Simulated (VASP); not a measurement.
The system is MgO.

```xyz
2
Lattice="0.0000 2.3062 2.3062 2.3062 0.0000 2.3062 2.3062 2.3062 0.0000" Properties=species:S:1:pos:R:3 pbc="T T T"
Mg    2.3062    2.3062    2.3062
O     3.4592    3.4592    3.4592
```

Base run:

| Quantity | Value |
| --- | --- |
| Program | VASP 6.6.1 |
| Functional | PBEsol |
| Potentials or basis | VASP PAW PBE potentials, release 64 (Mg, O) |
| Cutoff | 520 eV |
| k mesh | 10 × 10 × 10 |
| Occupations | fermi-dirac, width 0.05 eV |
| Spin | no spin polarisation |

Its results: band gap on the k mesh 3.36 eV, direct; pressure -3.1 GPa.

After a change of settings the same cell gave: band gap on the k mesh 5.70 eV, direct; pressure -6.0 GPa. Which change was it?
A. functional from PBEsol to PBE; k mesh from 10 × 10 × 10 to 7 × 7 × 7
B. functional from PBEsol to PBEsol-based global hybrid; k mesh from 10 × 10 × 10 to 5 × 5 × 5
C. functional from PBEsol to PBE

B.

Caveats: some runs use coarse meshes; the PAW data sets were made with another functional, which shifts forces and pressure a little.
